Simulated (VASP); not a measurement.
# TaS2 in VASP: notebook

Runs on TaS2. Level: PBE. Tasks: single point.

All numbers are computed with VASP 6.6.1; they aren't measurements. Logs are shortened: lines on timing, memory, paths and dates and some standing lists are left out, and cuts for length are marked.

### Step 1. The cell of the first run

The cell holds a slab with vacuum, 3 atoms: a = 3.381 Å, b = 3.381 Å, c = 26.124 Å, α = 90.00°, β = 90.00°, γ = 120.00°.

### Step 2. Single point, PBE

The input, INCAR:

```
SYSTEM = TaS2
  PREC = Accurate
  ENCUT = 400
  EDIFF = 1E-6
  ISMEAR = 0
  SIGMA = 0.05
  LREAL = .FALSE.
  LASPH = .TRUE.
  NELM = 120
  ALGO = Normal
  ISIF = 2
  LWAVE = .FALSE.
  LCHARG = .TRUE.
  LDIPOL = .TRUE.
  IDIPOL = 3
  DIPOL = 0.5 0.5 0.500
  GGA = PE
  LELF = .TRUE.
  LVHAR = .TRUE.
  LVACPOTAV = .TRUE.
  NBANDS = 18
  GGA_COMPAT = .FALSE.
  NELMDL = -8
```

The input, KPOINTS:

```
Automatic mesh
0
G
  6 6 1
  0 0 0
```

The input, POSCAR:

```
TaS2
1.0
    3.3806003760      0.0000000000      0.0000000000
   -1.6903001880      2.9276858060      0.0000000000
    0.0000000000      0.0000000000     26.1236725850
S Ta
2 1
Direct
    0.6666666667      0.3333333333      0.4413972847
    0.3333333333      0.6666666667      0.5586027153
    0.0000000000      0.0000000000      0.5000000000
```

Potentials or basis: VASP PAW PBE potentials, release 64 (S, Ta_pv).

On the command line:

```sh
$ cat potpaw_PBE.64/S/POTCAR potpaw_PBE.64/Ta_pv/POTCAR > POTCAR
$ mpirun -np 1 vasp_std > vasp.out
```

OUTCAR:

```text
SYSTEM = TaS2
   PREC = Accurate
   ENCUT = 400
   EDIFF = 1E-6
   ISMEAR = 0
   LREAL = .FALSE.
   LASPH = .TRUE.
   NELM = 120
   ISIF = 2
   GGA = PE
   NELMDL = -8

 ion  position               nearest neighbor table
   1  0.667  0.333  0.441-   3 2.48   3 2.48   3 2.48
   2  0.333  0.667  0.559-   3 2.48   3 2.48   3 2.48
   3  0.000  0.000  0.500-   1 2.48   2 2.48   1 2.48   2 2.48   1 2.48   2 2.48

  LATTYP: Found a hexagonal cell.
 ALAT       =     3.3806003760
 C/A-ratio  =     7.7275246049

  Lattice vectors:

 A1 = (   3.3806003760,   0.0000000000,   0.0000000000)
 A2 = (  -1.6903001880,   2.9276858060,   0.0000000000)
 A3 = (   0.0000000000,   0.0000000000,  26.1236725850)

Analysis of symmetry for initial positions (statically):
=====================================================================
 Subroutine PRICEL returns:
 Original cell was already a primitive cell.

 Routine SETGRP: Setting up the symmetry group for a
 hexagonal supercell.

 Subroutine GETGRP returns: Found 12 space group operations
 (whereof 12 operations were pure point group operations)
 out of a pool of 24 trial point group operations.

The static configuration has the point symmetry D_3d.

Analysis of symmetry for dynamics (positions and initial velocities):
=====================================================================
 Subroutine PRICEL returns:
 Original cell was already a primitive cell.

 Routine SETGRP: Setting up the symmetry group for a
 hexagonal supercell.

 Subroutine GETGRP returns: Found 12 space group operations
 (whereof 12 operations were pure point group operations)
 out of a pool of 24 trial point group operations.

The dynamic configuration has the point symmetry D_3d.

 Subroutine INISYM returns: Found 12 space group operations
 (whereof 12 operations are pure point group operations),
 and found     1 'primitive' translations

----------------------------------------------------------------------------------------

                                     Primitive cell

  volume of cell :     258.5548

  direct lattice vectors                    reciprocal lattice vectors
     3.380600376  0.000000000  0.000000000     0.295805445  0.170783354  0.000000000
    -1.690300188  2.927685806  0.000000000     0.000000000  0.341566707  0.000000000
     0.000000000  0.000000000 26.123672585     0.000000000  0.000000000  0.038279457

  length of vectors
     3.380600376  3.380600376 26.123672585     0.341566707  0.341566707  0.038279457

  position of ions in fractional coordinates (direct lattice)
     0.666666667  0.333333333  0.441397285
     0.333333333  0.666666667  0.558602715
     0.000000000  0.000000000  0.500000000

  ion indices of the primitive-cell ions
   primitive index   ion index
                 1           1
                 2           2
                 3           3

----------------------------------------------------------------------------------------

 KPOINTS: Automatic mesh

Automatic generation of k-mesh.
 Grid dimensions read from file:
 generate k-points for:    6    6    1

 Generating k-lattice:

  Cartesian coordinates                     Fractional coordinates (reciprocal lattice)
     0.049300908  0.028463892  0.000000000     0.166666667 -0.000000000  0.000000000
     0.000000000  0.056927785  0.000000000     0.000000000  0.166666667  0.000000000
     0.000000000  0.000000000  0.038279457     0.000000000  0.000000000  1.000000000

  Length of vectors
     0.056927785  0.056927785  0.038279457

  Shift w.r.t. Gamma in fractional coordinates (k-lattice)
     0.000000000  0.000000000  0.000000000

 Subroutine IBZKPT returns following result:
 ===========================================

 Found      7 irreducible k-points:

 Following reciprocal coordinates:
            Coordinates               Weight
  0.000000  0.000000  0.000000      1.000000
  0.166667  0.000000  0.000000      6.000000
  0.333333  0.000000  0.000000      6.000000
  0.500000  0.000000  0.000000      3.000000
  0.166667  0.166667  0.000000      6.000000
  0.333333  0.166667  0.000000     12.000000
  0.333333  0.333333  0.000000      2.000000
   k-points           NKPTS =      7   k-points in BZ     NKDIM =      7   number of bands    NBANDS=     18
   number of dos      NEDOS =    301   number of ions     NIONS =      3
   total plane-waves  NPLWV = 103680
   dimension x,y,z NGX =    24 NGY =   24 NGZ =  180
   dimension x,y,z NGXF=    48 NGYF=   48 NGZF=  360
   ions per type =               2   1
   NGX,Y,Z   is equivalent  to a cutoff of  11.80, 11.80, 11.45 a.u.
   NGXF,Y,Z  is equivalent  to a cutoff of  23.60, 23.60, 22.91 a.u.
 SYSTEM =  TaS2
   PREC   = accura    normal or accurate (medium, high low for compatibility)
   ISTART =      0    job   : 0-new  1-cont  2-samecut
   ICHARG =      2    charge: 1-file 2-atom 10-const
   ISPIN  =      1    spin polarized calculation?
   LNONCOLLINEAR =      F non collinear calculations
   LSORBIT =      F    spin-orbit coupling
   LASPH  =      T    aspherical Exc in radial PAW
   ENCUT  =  400.0 eV  29.40 Ry    5.42 a.u.   5.51  5.51 42.60*2*pi/ulx,y,z
   NELM   =    120;   NELMIN=  2; NELMDL= -8     # of ELM steps
   EDIFF  = 0.1E-05   stopping-criterion for ELM
   LREAL  =      F    real-space projection
   EDIFFG = 0.1E-04   stopping-criterion for IOM
   NSW    =      0    number of steps for IOM
   IBRION =     -1    ionic relax: 0-MD 1-quasi-New 2-CG
   NFREE  =      0    steps in history (QN), initial steepest desc. (CG)
   ISIF   =      2    stress and relaxation
   ISYM   =      2    0-nonsym 1-usesym 2-fastsym
   POTIM  = 0.5000    time-step for ionic-motion
   TEBEG  =    0.0;   TEEND  =   0.0 temperature during run
   PSTRESS=    0.0 pullay stress
   NELECT =      23.0000    total number of electrons
   NUPDOWN=      -1.0000    fix difference up-down
   EMIN   =  10.00;   EMAX   =-10.00  energy-range for DOS
   EFERMI =   0.00;   METHOD = LEGACY
   ISMEAR =     0;   SIGMA  =   0.05  broadening in eV -4-tet -1-fermi 0-gaus
   EFERMI_NEDOS =   21; number of points for ismear=-14 and -15
   IALGO  =     38    algorithm
   IMIX   =      4    mixing-type and parameters
     AMIX     =   0.40;   BMIX     =  1.00
     AMIX_MAG =   1.60;   BMIX_MAG =  1.00
  volume/ion in A,a.u.               =      86.18       581.60
  Fermi-wavevector in a.u.,A,eV,Ry     =   0.730802  1.381016  7.266492  0.534072
  Thomas-Fermi vector in A             =   1.822862
   LORBIT       =      0    0 simple, 1 ext, 2 COOP (PROOUT), +10 PAW based schemes
   GGA     = PE    functional components
   LHFCALC =     F    Hartree Fock is set to
   AEXX    =    0.0000 exact exchange contribution
   IVDW    =     0    specifies the selected vdW correction
   LEPSILON=     F    determine dielectric tensor
   LRPA    =     F    only Hartree local field effects (RPA)
 non-spin polarized calculation
 Gauss-broadening in eV      SIGMA  =   0.05
  energy-cutoff  :      400.00
  volume of cell :      258.55
 maximum number of plane-waves:      4765
 NGX is ok and might be reduce to    24
   NGX = 11   NGY = 11   NGZ = 85

 number of electron      23.0000009 magnetization

 dipolmoment           0.000000      0.000000     -0.000000 electrons x Angstroem

 Free energy of the ion-electron system (eV)
  ---------------------------------------------------
  ext. energy  EPLUGINS =         0.00000000
  ---------------------------------------------------
  free energy    TOTEN  =       -23.11159552 eV

  energy without entropy =      -23.10468165  energy(sigma->0) =      -23.10813858

 E-fermi :  -2.5136     XC(G=0):  -2.7707

 val. band max:       -2.5242982700   @ k =   0.0000   0.0000   0.0000
 cond. band min:      -2.4764456768   @ k =   0.3333   0.1667   0.0000
 fundamental gap:      0.0478525932
 Fermi energy:        -2.5135766334

 k-point     1 :       0.0000    0.0000    0.0000
  band No.  band energies     occupation
      1     -37.9880      2.00000
      2     -37.9880      2.00000
      3     -37.9785      2.00000
      4     -17.3189      2.00000
      5     -15.8693      2.00000
      6      -8.8399      2.00000
[... 10 lines left out ...]
     17       1.6785      0.00000
     18       1.9844      0.00000

 k-point     2 :       0.1667    0.0000    0.0000
  band No.  band energies     occupation
      1     -38.0538      2.00000
      2     -38.0032      2.00000
      3     -37.9661      2.00000
      4     -16.9336      2.00000
      5     -15.8219      2.00000
      6      -8.3861      2.00000
[... 10 lines left out ...]
     17       2.3917      0.00000
     18       2.5734      0.00000

 k-point     3 :       0.3333    0.0000    0.0000
  band No.  band energies     occupation
      1     -38.1827      2.00000
      2     -38.0334      2.00000
      3     -37.9412      2.00000
      4     -16.1171      2.00000
      5     -15.6358      2.00000
      6      -8.3891      2.00000
[... 10 lines left out ...]
     17       3.0976      0.00000
     18       3.5827      0.00000

 k-point     4 :       0.5000    0.0000    0.0000
  band No.  band energies     occupation
      1     -38.2458      2.00000
      2     -38.0484      2.00000
      3     -37.9287      2.00000
      4     -15.8903      2.00000
      5     -15.2320      2.00000
      6      -9.3330      2.00000
[... 10 lines left out ...]
     17       2.2815      0.00000
     18       3.4323      0.00000

 k-point     5 :       0.1667    0.1667    0.0000
  band No.  band energies     occupation
      1     -38.1384      2.00000
      2     -38.0386      2.00000
      3     -37.9474      2.00000
      4     -16.2916      2.00000
      5     -15.7395      2.00000
      6      -7.7469      2.00000
[... 10 lines left out ...]
     17       3.3396      0.00000
     18       3.5885      0.00000

 k-point     6 :       0.3333    0.1667    0.0000
  band No.  band energies     occupation
      1     -38.2129      2.00000
      2     -38.0824      2.00000
      3     -37.9288      2.00000
      4     -15.7420      2.00000
      5     -15.4155      2.00000
      6      -8.7195      2.00000
[... 10 lines left out ...]
     17       3.4752      0.00000
     18       3.9020      0.00000

 k-point     7 :       0.3333    0.3333    0.0000
  band No.  band energies     occupation
      1     -38.1676      2.00000
      2     -38.1676      2.00000
      3     -37.9226      2.00000
      4     -15.4240      2.00000
      5     -15.4240      2.00000
      6      -8.0474      2.00000
[... 10 lines left out ...]
     17       3.6942      0.00000
     18       5.6378      0.00000

------------------------ aborting loop because EDIFF is reached ----------------------------------------

  FORCE on cell =-STRESS in cart. coord.  units (eV):
  Direction    XX          YY          ZZ          XY          YZ          ZX
  --------------------------------------------------------------------------------------
  -------------------------------------------------------------------------------------
  Total        0.2750724      0.2750724     -0.3553279      0.0000000      0.0000000      0.0000000
  in kB        1.7045317      1.7045317     -2.2018484      0.0000000      0.0000000      0.0000000
  external PRESSURE =       0.4024050 kB  Pullay stress =       0.0000000 kB

 VOLUME and BASIS-vectors are now :
 -----------------------------------------------------------------------------
  energy-cutoff  :      400.00
  volume of cell :      258.55
      direct lattice vectors                 reciprocal lattice vectors
     3.380600376  0.000000000  0.000000000     0.295805445  0.170783354  0.000000000
    -1.690300188  2.927685806  0.000000000     0.000000000  0.341566707  0.000000000
     0.000000000  0.000000000 26.123672585     0.000000000  0.000000000  0.038279457

 POSITION                                       TOTAL-FORCE (eV/Angst)
 -----------------------------------------------------------------------------------
      1.69030      0.97590     11.53092         0.000000      0.000000      0.107866
     -0.00000      1.95179     14.59275        -0.000000      0.000000     -0.107866
      0.00000      0.00000     13.06184         0.000000      0.000000     -0.000000
 -----------------------------------------------------------------------------------
    total drift:                                0.000000      0.000000      0.000000

  FREE ENERGIE OF THE ION-ELECTRON SYSTEM (eV)
  ---------------------------------------------------
  free  energy   TOTEN  =       -23.1115955211 eV

  energy  without entropy=      -23.1046816461  energy(sigma->0) =      -23.10813858

 vacuum level on the upper side and lower side of the slab         2.363         2.363
```

Wall time 1.7 min (1 thread of Intel Xeon 8259CL, shared host); peak memory 0.3 GiB.

Results:

* Free energy: -23.1116 eV
* Largest force: 0.108 eV/Å
* Band gap on the k mesh: zero (an odd number of electrons rules out a gap without spin polarisation)

Forces in eV/Å, atoms in the order of the input:
```
S    0.000  0.000  0.108
S    0.000  0.000 -0.108
Ta   0.000  0.000  0.000
```

Caveat: spin-orbit coupling is left out, which moves the levels of the heavy elements.

[end of part 1 of 2]
